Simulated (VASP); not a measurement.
# TaN (P6/mmm) in VASP: single point with r2SCAN+U

Aim: the single point of TaN with r2SCAN+U.

Everything below comes from runs of VASP 6.6.1. Logs are shortened: lines on timing, memory, paths and dates and some standing lists are left out, and cuts for length are marked.

### 1 The cell of the first run

It takes space group P6/mmm (No. 191, hexagonal). The conventional cell has a = 5.185 Å, b = 5.185 Å, c = 2.908 Å, α = 90.00°, β = 90.00°, γ = 120.00°. Within 3.4 Å of Ta (site symmetry 6/mmm) lie 6 N at 2.59 Å and 14 Ta at 2.91 to 3.33 Å. Ta (site symmetry -6m2) has 6 N at 2.09 Å and 5 Ta at 2.91 to 2.99 Å within 3.0 Å. Within 3.0 Å of N (site symmetry mmm) lie 6 Ta at 2.09 to 2.59 Å and 6 N at 2.59 to 2.91 Å.

### 2 Single point, r2SCAN+U, collinear spin

Input file POSCAR:

```
TaN
1.0
    5.1850002000      0.0000000000      0.0000000000
   -2.5925001000      4.4903418900      0.0000000000
    0.0000000000      0.0000000000      2.9080005300
Ta N
3 3
Direct
    0.0000000000      0.0000000000      0.0000000000
    0.3333333333      0.6666666667      0.5000000000
    0.6666666667      0.3333333333      0.5000000000
    0.5000000000      0.0000000000      0.0000000000
    0.5000000000      0.5000000000      0.0000000000
    0.0000000000      0.5000000000      0.0000000000
```

Input file INCAR.step1:

```
ALGO     = Normal         # electronic algorithm
EDIFF    = 1E-5           # SCF threshold, eV
ENCUT    = 770            # plane-wave cutoff, eV
GGA      = PE             # functional
GGA_COMPAT= F            
ISMEAR   = 0              # smearing method
ISPIN    = 2              # spin polarisation
LASPH    = T              # aspherical terms in the spheres
LCHARG   = F              # write CHGCAR
LDAU     = T              # DFT+U
LDAUJ    = 0.9 0        
LDAUL    = 2 -1           # shell
LDAUTYPE = 1            
LDAUU    = 4 0            # U, eV
LMAXMIX  = 4              # l up to which the mixer works
LREAL    = F              # projectors in reciprocal space
LWAVE    = T              # write WAVECAR
MAGMOM   = 2 2 2 0 0 0    # initial moments
NBANDS   = 40             # bands
NELM     = 200            # most SCF steps
PREC     = Accurate       # precision mode
SIGMA    = 0.05           # smearing width, eV
```

Input file INCAR.step2:

```
ALGO     = Normal         # electronic algorithm
EDIFF    = 1E-6           # SCF threshold, eV
ENCUT    = 770            # plane-wave cutoff, eV
GGA_COMPAT= F            
ISIF     = 2              # what is computed and relaxed
ISMEAR   = 0              # smearing method
ISPIN    = 2              # spin polarisation
ISTART   = 1            
LASPH    = T              # aspherical terms in the spheres
LCHARG   = T              # write CHGCAR
LDAU     = T              # DFT+U
LDAUJ    = 0.9 0        
LDAUL    = 2 -1           # shell
LDAUPRINT= 1            
LDAUTYPE = 1            
LDAUU    = 4 0            # U, eV
LELF     = T              # ELF
LMAXMIX  = 4              # l up to which the mixer works
LMIXTAU  = T            
LORBIT   = 11             # projections on sites
LREAL    = F              # projectors in reciprocal space
LVHAR    = T            
LWAVE    = F              # write WAVECAR
MAGMOM   = 2 2 2 0 0 0    # initial moments
METAGGA  = R2SCAN         # meta-GGA
NBANDS   = 40             # bands
NELM     = 200            # most SCF steps
PREC     = Accurate       # precision mode
SIGMA    = 0.05           # smearing width, eV
```

Input file KPOINTS:

```
k-points
0
Gamma
  4 4 7
```

Potentials or basis: VASP PAW PBE potentials, release 64 (Ta_sv_GW, N).

Run with:

```
$ cat potpaw_PBE.64/Ta_sv_GW/POTCAR potpaw_PBE.64/N/POTCAR > POTCAR
$ cp INCAR.step1 INCAR
$ mpirun -np 1 vasp_std > vasp.out
$ cp INCAR.step2 INCAR
$ mpirun -np 1 vasp_std > vasp.out
```

OUTCAR:

```text
EDIFF = 1E-6
   ENCUT = 770
   ISIF = 2
   ISMEAR = 0
   ISPIN = 2
   ISTART = 1
   LASPH = T
   LORBIT = 11
   LREAL = F
   METAGGA = R2SCAN
   NELM = 200
   PREC = Accurate

 ion  position               nearest neighbor table
   1  0.000  0.000  0.000-
   2  0.333  0.667  0.500-   4 2.09   4 2.09   6 2.09   6 2.09   5 2.09   5 2.09   3 2.99   3 2.99
                             3 2.99
   3  0.667  0.333  0.500-   4 2.09   4 2.09   6 2.09   6 2.09   5 2.09   5 2.09   2 2.99   2 2.99
                             2 2.99
   4  0.500  0.000  0.000-   2 2.09   3 2.09   2 2.09   3 2.09
   5  0.500  0.500  0.000-   2 2.09   3 2.09   2 2.09   3 2.09
   6  0.000  0.500  0.000-   2 2.09   3 2.09   2 2.09   3 2.09

  LATTYP: Found a hexagonal cell.
 ALAT       =     5.1850002000
 C/A-ratio  =     0.5608486823

  Lattice vectors:

 A1 = (   5.1850002000,   0.0000000000,   0.0000000000)
 A2 = (  -2.5925001000,   4.4903418900,   0.0000000000)
 A3 = (   0.0000000000,   0.0000000000,   2.9080005300)

Analysis of symmetry for initial positions (statically):
=====================================================================
 Subroutine PRICEL returns:
 Original cell was already a primitive cell.

 Routine SETGRP: Setting up the symmetry group for a
 hexagonal supercell.

 Subroutine GETGRP returns: Found 24 space group operations
 (whereof 24 operations were pure point group operations)
 out of a pool of 24 trial point group operations.

The static configuration has the point symmetry D_6h.

Analysis of symmetry for dynamics (positions and initial velocities):
=====================================================================
 Subroutine PRICEL returns:
 Original cell was already a primitive cell.

 Routine SETGRP: Setting up the symmetry group for a
 hexagonal supercell.

 Subroutine GETGRP returns: Found 24 space group operations
 (whereof 24 operations were pure point group operations)
 out of a pool of 24 trial point group operations.

The dynamic configuration has the point symmetry D_6h.

Analysis of structural, dynamic, and magnetic symmetry:
=====================================================================
 Subroutine PRICEL returns:
 Original cell was already a primitive cell.

 Routine SETGRP: Setting up the symmetry group for a
 hexagonal supercell.

 Subroutine GETGRP returns: Found 24 space group operations
 (whereof 24 operations were pure point group operations)
 out of a pool of 24 trial point group operations.

The overall configuration has the point symmetry D_6h.

 Subroutine INISYM returns: Found 24 space group operations
 (whereof 24 operations are pure point group operations),
 and found     1 'primitive' translations

----------------------------------------------------------------------------------------

                                     Primitive cell

  volume of cell :      67.7053

  direct lattice vectors                    reciprocal lattice vectors
     5.185000200  0.000000000  0.000000000     0.192864023  0.111350096  0.000000000
    -2.592500100  4.490341890  0.000000000     0.000000000  0.222700192  0.000000000
     0.000000000  0.000000000  2.908000530     0.000000000  0.000000000  0.343878892

  length of vectors
     5.185000200  5.185000198  2.908000530     0.222700192  0.222700192  0.343878892

  position of ions in fractional coordinates (direct lattice)
     0.000000000  0.000000000  0.000000000
     0.333333333  0.666666667  0.500000000
     0.666666667  0.333333333  0.500000000
     0.500000000  0.000000000  0.000000000
     0.500000000  0.500000000  0.000000000
     0.000000000  0.500000000  0.000000000
[... 88 lines left out ...]
   EFERMI_NEDOS =   21; number of points for ismear=-14 and -15
   IALGO  =     38    algorithm
   IMIX   =      4    mixing-type and parameters
     AMIX     =   0.40;   BMIX     =  1.00
     AMIX_MAG =   1.60;   BMIX_MAG =  1.00
  volume/ion in A,a.u.               =      11.28        76.15
  Fermi-wavevector in a.u.,A,eV,Ry     =   1.518210  2.869001 31.360909  2.304962
  Thomas-Fermi vector in A             =   2.627361
   LORBIT       =     11    0 simple, 1 ext, 2 COOP (PROOUT), +10 PAW based schemes
 LDA+U is selected, type is set to LDAUTYPE =  1
   angular momentum for each species LDAUL =     2   -1
   U (eV)           for each species LDAUU =   4.0  0.0
   J (eV)           for each species LDAUJ =   0.9  0.0
   METAGGA = R2SCAN    functional components
   LHFCALC =     F    Hartree Fock is set to
   AEXX    =    0.0000 exact exchange contribution
   IVDW    =     0    specifies the selected vdW correction
   LEPSILON=     F    determine dielectric tensor
   LRPA    =     F    only Hartree local field effects (RPA)
 spin polarized calculation
 Gauss-broadening in eV      SIGMA  =   0.05
  energy-cutoff  :      770.00
  volume of cell :       67.71
 maximum number of plane-waves:      3343
 NGX is ok and might be reduce to    48
   NGX = 23   NGY = 23   NGZ = 13

 number of electron      54.0000001 magnetization       0.0000003

atom =   1  type =  1  l = 2

 onsite density matrix

spin component  1
[... 83 lines left out ...]
  o =  0.2048  v =  0.0000  0.0000  0.0000  0.0000  0.0000  1.0000  0.0000  0.0000  0.0000  0.0000      0.0000  0.0000  0.0000  0.0000  0.0000  0.0000  0.0000  0.0000  0.0000  0.0000
  o =  0.2048  v =  0.0000  0.0000  0.0000  0.0000  0.0000  0.0000  0.0000 -0.0000 -0.0000 -1.0000      0.0000  0.0000  0.0000  0.0000  0.0000  0.0000  0.0000  0.0000  0.0000  0.0000
  o =  0.2048  v =  1.0000  0.0000  0.0000  0.0000  0.0000  0.0000  0.0000  0.0000  0.0000  0.0000      0.0000  0.0000  0.0000  0.0000  0.0000  0.0000  0.0000  0.0000  0.0000  0.0000
  o =  0.2048  v =  0.0000 -0.0000 -0.0000 -0.0000 -1.0000  0.0000  0.0000  0.0000  0.0000  0.0000      0.0000  0.0000  0.0000  0.0000  0.0000  0.0000  0.0000  0.0000  0.0000  0.0000
  o =  0.2270  v =  0.0000  1.0000  0.0000 -0.0000 -0.0000  0.0000  0.0000  0.0000  0.0000  0.0000      0.0000  0.0000  0.0000  0.0000  0.0000  0.0000  0.0000  0.0000  0.0000  0.0000
  o =  0.2270  v =  0.0000 -0.0000 -0.0000 -1.0000  0.0000  0.0000  0.0000  0.0000  0.0000  0.0000      0.0000  0.0000  0.0000  0.0000  0.0000  0.0000  0.0000  0.0000  0.0000  0.0000
  o =  0.2270  v =  0.0000  0.0000  0.0000  0.0000  0.0000  0.0000  1.0000 -0.0000  0.0000  0.0000      0.0000  0.0000  0.0000  0.0000  0.0000  0.0000  0.0000  0.0000  0.0000  0.0000
  o =  0.2270  v =  0.0000  0.0000  0.0000  0.0000  0.0000  0.0000  0.0000  0.0000 -1.0000  0.0000      0.0000  0.0000  0.0000  0.0000  0.0000  0.0000  0.0000  0.0000  0.0000  0.0000
  o =  0.2502  v =  0.0000  0.0000  0.0000  0.0000  0.0000  0.0000 -0.0000 -1.0000 -0.0000  0.0000      0.0000  0.0000  0.0000  0.0000  0.0000  0.0000  0.0000  0.0000  0.0000  0.0000
  o =  0.2502  v =  0.0000  0.0000 -1.0000  0.0000  0.0000  0.0000  0.0000  0.0000  0.0000  0.0000      0.0000  0.0000  0.0000  0.0000  0.0000  0.0000  0.0000  0.0000  0.0000  0.0000

 number of electron      54.0000001 magnetization      -0.0000002

 Free energy of the ion-electron system (eV)
  ---------------------------------------------------
  ext. energy  EPLUGINS =         0.00000000
  ---------------------------------------------------
  free energy    TOTEN  =      -178.00706423 eV

  energy without entropy =     -178.00593958  energy(sigma->0) =     -178.00650191

 E-fermi :  12.5606     XC(G=0): -14.3627

 val. band max:       12.5215003792   @ k =   0.5000   0.0000   0.1429
 cond. band min:      12.8745125936   @ k =   0.0000   0.0000   0.2857
 fundamental gap:      0.3530122144
 Fermi energy:        12.5605675392

 spin component 1

 k-point     1 :       0.0000    0.0000    0.0000
  band No.  band energies     occupation
      1     -59.4669      1.00000
      2     -59.4172      1.00000
      3     -59.1519      1.00000
      4     -25.5704      1.00000
      5     -25.5704      1.00000
      6     -25.1953      1.00000
[... 661 lines left out ...]
     38      18.9963      0.00000
     39      19.8941      0.00000
 Fermi energy:        12.5605675392

 spin component 2

 k-point     1 :       0.0000    0.0000    0.0000
  band No.  band energies     occupation
      1     -59.4669      1.00000
      2     -59.4172      1.00000
      3     -59.1519      1.00000
      4     -25.5704      1.00000
      5     -25.5704      1.00000
      6     -25.1953      1.00000
[... 661 lines left out ...]
     38      18.9963      0.00000
     39      19.8941      0.00000
 [bands above 39 left out]

------------------------ aborting loop because EDIFF is reached ----------------------------------------

  FORCE on cell =-STRESS in cart. coord.  units (eV):
  Direction    XX          YY          ZZ          XY          YZ          ZX
  --------------------------------------------------------------------------------------
  -------------------------------------------------------------------------------------
  Total        6.3638107      6.3638107      7.0798032      0.0000000     -0.0000000      0.0000000
  in kB      150.5931316    150.5931315    167.5363697      0.0000000     -0.0000000      0.0000000
  external PRESSURE =     156.2408776 kB  Pullay stress =       0.0000000 kB

 VOLUME and BASIS-vectors are now :
 -----------------------------------------------------------------------------
  energy-cutoff  :      770.00
  volume of cell :       67.71
      direct lattice vectors                 reciprocal lattice vectors
     5.185000200  0.000000000  0.000000000     0.192864023  0.111350096  0.000000000
    -2.592500100  4.490341890  0.000000000     0.000000000  0.222700192  0.000000000
     0.000000000  0.000000000  2.908000530     0.000000000  0.000000000  0.343878892

 POSITION                                       TOTAL-FORCE (eV/Angst)
 -----------------------------------------------------------------------------------
      0.00000      0.00000      0.00000        -0.000000      0.000000      0.000000
     -0.00000      2.99356      1.45400        -0.000000     -0.000000      0.000000
      2.59250      1.49678      1.45400         0.000000      0.000000     -0.000000
      2.59250      0.00000      0.00000        -0.000000      0.000000      0.000000
      1.29625      2.24517      0.00000         0.000000      0.000000      0.000000
     -1.29625      2.24517      0.00000         0.000000      0.000000      0.000000
 -----------------------------------------------------------------------------------
    total drift:                               -0.000000      0.000000     -0.000000

  FREE ENERGIE OF THE ION-ELECTRON SYSTEM (eV)
  ---------------------------------------------------
  free  energy   TOTEN  =      -178.0070642317 eV

  energy  without entropy=     -178.0059395797  energy(sigma->0) =     -178.00650191

 total charge

# of ion       s       p       d       f       tot
--------------------------------------------------
    1        2.641   6.030   2.037   0.035  10.743
    2        2.720   6.095   2.181   0.193  11.190
    3        2.720   6.095   2.181   0.193  11.190
    4        1.261   2.603   0.000   0.000   3.864
    5        1.261   2.603   0.000   0.000   3.864
    6        1.261   2.603   0.000   0.000   3.864
--------------------------------------------------
tot         11.865  26.030   6.399   0.422  44.716

 magnetization (x)

# of ion       s       p       d       f       tot
--------------------------------------------------
    1        0.000   0.000   0.000   0.000   0.000
    2       -0.000  -0.000   0.000   0.000  -0.000
    3       -0.000  -0.000   0.000   0.000  -0.000
    4       -0.000  -0.000   0.000   0.000  -0.000
    5       -0.000  -0.000   0.000   0.000  -0.000
    6       -0.000  -0.000   0.000   0.000  -0.000
--------------------------------------------------
tot          0.000   0.000   0.000   0.000   0.000
```

It took 5.5 min on 1 thread of Intel Xeon 6975P-C (Granite Rapids), shared host; peak memory 0.39 GiB.

Results:

```
Free energy                                           : -178.0071 eV
Pressure                                              : 15.6 GPa
Band gap on the k mesh                                : zero (filled and empty bands overlap)
Net moment                                            : 0.00 μB per cell
Valence electrons inside the program's atomic spheres : Ta 10.74, 11.19 (each value once); N 3.86
```

Stress tensor (GPa, compression positive):
```
15.06  0.00  0.00
 0.00 15.06  0.00
 0.00  0.00 16.75
```

Eigenvalues of the final occupation matrices:
| site | spin | trace | eigenvalues |
| --- | --- | --- | --- |
| site 1 d | 1 | 1.03 | 0.16 0.16 0.24 0.24 0.25 |
| site 1 d | 2 | 1.03 | 0.16 0.16 0.24 0.24 0.25 |
| site 2 d | 1 | 1.11 | 0.20 0.20 0.23 0.23 0.25 |
| site 2 d | 2 | 1.11 | 0.20 0.20 0.23 0.23 0.25 |
| site 3 d | 1 | 1.11 | 0.20 0.20 0.23 0.23 0.25 |
| site 3 d | 2 | 1.11 | 0.20 0.20 0.23 0.23 0.25 |

Caveat: the cell stands under pressure; the PAW data sets were made with another functional, which shifts forces and pressure a little; spin-orbit coupling is left out, which moves the levels of the heavy elements.

The gap in the log of VASP goes by the Fermi energy; the results here count the filled bands.